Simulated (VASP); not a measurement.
# SnSe (Pm-3m) in VASP: a series of runs, part 2 of 2

VASP 6.6.1.

## Step 4: Single point, PBE+D3(BJ)

This run uses another cell than the first one, of 23.48 Å³/atom, 1.079 times its volume.

INCAR reads:

```
SYSTEM = SnSe
PREC     = Accurate       ! precision mode
ENCUT    = 520            ! plane-wave cutoff, eV
EDIFF    = 1E-7           ! SCF threshold, eV
ISMEAR   = 0              ! smearing method
SIGMA    = 0.05           ! smearing width, eV
LREAL    = .False.        ! projectors in reciprocal space
LASPH    = .True.         ! aspherical terms in the spheres
NELM     = 60             ! most SCF steps
ALGO     = Normal         ! electronic algorithm
ISIF     = 2              ! what is computed and relaxed
LWAVE    = .False.        ! write WAVECAR
LCHARG   = .True.         ! write CHGCAR
GGA      = PE             ! functional
IVDW     = 12             ! dispersion correction
LELF     = .True.         ! ELF
LVHAR    = .True.       
NBANDS   = 17             ! bands
```

KPOINTS reads:

```
regular mesh
0
Gamma
  10 10 10
  0 0 0
```

POSCAR reads:

```
SnSe
1.0
    3.6075516300      0.0000000000      0.0000000000
    0.0000000000      3.6075516300      0.0000000000
    0.0000000000      0.0000000000      3.6075516300
Se Sn
1 1
Direct
    0.0000000000      0.0000000000      0.0000000000
    0.5000000000      0.5000000000      0.5000000000
```

Potentials or basis: VASP PAW PBE potentials, release 64 (Se, Sn_d).

The run is started by

```
$ cat potpaw_PBE.64/Se/POTCAR potpaw_PBE.64/Sn_d/POTCAR > POTCAR
$ mpirun -np 1 vasp_std > vasp.out
```

OUTCAR:

```text
SYSTEM = SnSe
   PREC = Accurate
   ENCUT = 520
   EDIFF = 1E-7
   ISMEAR = 0
   LREAL = .False.
   LASPH = .True.
   NELM = 60
   ISIF = 2
   GGA = PE
   IVDW = 12
 IVDW          = 12

 ion  position               nearest neighbor table
   1  0.000  0.000  0.000-   2 3.12   2 3.12   2 3.12   2 3.12   2 3.12   2 3.12   2 3.12   2 3.12

   2  0.500  0.500  0.500-   1 3.12   1 3.12   1 3.12   1 3.12   1 3.12   1 3.12   1 3.12   1 3.12

  LATTYP: Found a simple cubic cell.
 ALAT       =     3.6075516300

[... 671 lines left out ...]

 Edisp (eV)   -0.81673

 E8    (eV) :    -0.3652

  FORCE on cell =-STRESS in cart. coord.  units (eV):
  Direction    XX          YY          ZZ          XY          YZ          ZX
  --------------------------------------------------------------------------------------
  -------------------------------------------------------------------------------------
  Total       0.14295     0.14295     0.14295     0.00000     0.00000    -0.00000
  in kB       4.87810     4.87810     4.87810     0.00000     0.00000    -0.00000
  external pressure =        4.88 kB  Pullay stress =        0.00 kB

 VOLUME and BASIS-vectors are now :
 -----------------------------------------------------------------------------
  energy-cutoff  :      520.00
  volume of cell :       46.95
      direct lattice vectors                 reciprocal lattice vectors
     3.607551630  0.000000000  0.000000000     0.277196310  0.000000000  0.000000000
     0.000000000  3.607551630  0.000000000     0.000000000  0.277196310  0.000000000
     0.000000000  0.000000000  3.607551630     0.000000000  0.000000000  0.277196310

 POSITION                                       TOTAL-FORCE (eV/Angst)
 -----------------------------------------------------------------------------------
      0.00000      0.00000      0.00000         0.000000      0.000000      0.000000
      1.80378      1.80378      1.80378         0.000000      0.000000      0.000000
 -----------------------------------------------------------------------------------
    total drift:                                0.000000      0.000000      0.000000

  FREE ENERGIE OF THE ION-ELECTRON SYSTEM (eV)
  ---------------------------------------------------
  free  energy   TOTEN  =        -8.4984284998 eV

  energy  without entropy=       -8.4967305444  energy(sigma->0) =       -8.49757952
```

Run time: 34 s. Hardware: 1 thread of AMD EPYC 7R43 (Zen 3), shared host; peak memory 0.16 GiB.

Results:

```
Free energy                : -8.4984 eV
Pressure                   : 0.5 GPa
Band gap on the k mesh     : zero (band 10 reaches 7.24 eV, above the bottom of band 11 at 5.65 eV)
Dispersion energy per atom : -0.408 eV
```

Levels at points of the mesh, in eV from the Fermi level:
```tsv
k point	band 7	band 8	band 9	band 10	band 11	band 12	band 13	band 14
(0.00, 0.00, 0.00)	-5.57	-2.01	-2.01	-2.01	4.30	4.30	6.49	6.49
(0.50, 0.00, 0.00)	-8.64	-0.64	-0.64	-0.01	0.63	3.22	3.22	6.28
(0.50, 0.50, 0.00)	-6.10	-5.33	-5.33	-0.19	4.32	4.32	5.05	6.58
(0.50, 0.50, 0.50)	-4.32	-3.22	-3.22	-3.22	-1.23	-1.23	-1.23	14.61
```

Caveat: spin-orbit coupling is left out, which moves the levels of the heavy elements; pairwise dispersion overbinds metals, which lowers pressure and volume.

## Step 5: Single point, PBE+D3(BJ)

This run uses another cell than the first one, of 23.57 Å³/atom, 1.083 times its volume.

INCAR reads:

```
PREC = Accurate
ENCUT = 520
EDIFF = 1E-6
ISMEAR = 0
SIGMA = 0.05
LREAL = F
LASPH = T
NELM = 80
ALGO = Normal
ISIF = 2
LWAVE = F
LCHARG = F
GGA = PE
IVDW = 12
NBANDS = 17
```

KPOINTS reads:

```
regular mesh
0
Gamma
  10 10 10
```

POSCAR reads:

```
SnSe
1.0
    3.6123552996      0.0000000000      0.0000000000
    0.0000000000      3.6123552996      0.0000000000
    0.0000000000      0.0000000000      3.6123552996
Se Sn
1 1
Direct
    0.0000000000      0.0000000000      0.0000000000
    0.5000000000      0.5000000000      0.5000000000
```

The run is started by

```
$ cat potpaw_PBE.64/Se/POTCAR potpaw_PBE.64/Sn_d/POTCAR > POTCAR
$ mpirun -np 1 vasp_std > vasp.out
```

Wall time 30 s (1 thread of AMD EPYC 7R43 (Zen 3), shared host); peak memory 0.16 GiB.

It converged, with:

| Item | Value |
| --- | --- |
| Free energy | -8.4989 eV |
| Pressure | 0.2 GPa |
| Band gap on the k mesh | zero (band 10 reaches 7.18 eV, above the bottom of band 11 at 5.62 eV) |
| Dispersion energy per atom | -0.407 eV |

Levels at points of the mesh, in eV from the Fermi level:
```
           k point  band 7  band 8  band 9  band 10  band 11  band 12  band 13  band 14
(0.00, 0.00, 0.00)   -5.58   -1.99   -1.99    -1.99     4.32     4.32     6.46     6.46
(0.50, 0.00, 0.00)   -8.61   -0.63   -0.63    -0.01     0.63     3.22     3.22     6.30
(0.50, 0.50, 0.00)   -6.09   -5.29   -5.29    -0.18     4.32     4.32     5.03     6.58
(0.50, 0.50, 0.50)   -4.33   -3.20   -3.20    -3.20    -1.21    -1.21    -1.21    14.57
```

Caveat: spin-orbit coupling is left out, which moves the levels of the heavy elements; pairwise dispersion overbinds metals, which lowers pressure and volume.

## Step 6: Summary

```csv
cell,gap on the mesh (eV),pressure (GPa)
"a = 3.518 Å, 2 atoms",none,5.6
"a = 3.568 Å, 2 atoms",none,2.5
"a = 3.608 Å, 2 atoms",none,0.5
"a = 3.612 Å, 2 atoms",none,0.2
```

Alike in all rows: task single point; level PBE+D3(BJ); potentials or basis VASP PAW PBE potentials, release 64 (Se, Sn_d); no spin polarisation; k mesh 10 × 10 × 10; cutoff (eV) 520; smearing gaussian 0.05 eV.

Caveats: spin-orbit coupling is left out, which moves the levels of the heavy elements; pairwise dispersion overbinds metals, which lowers pressure and volume.

Absolute energies hang on the potentials; compare differences alone.
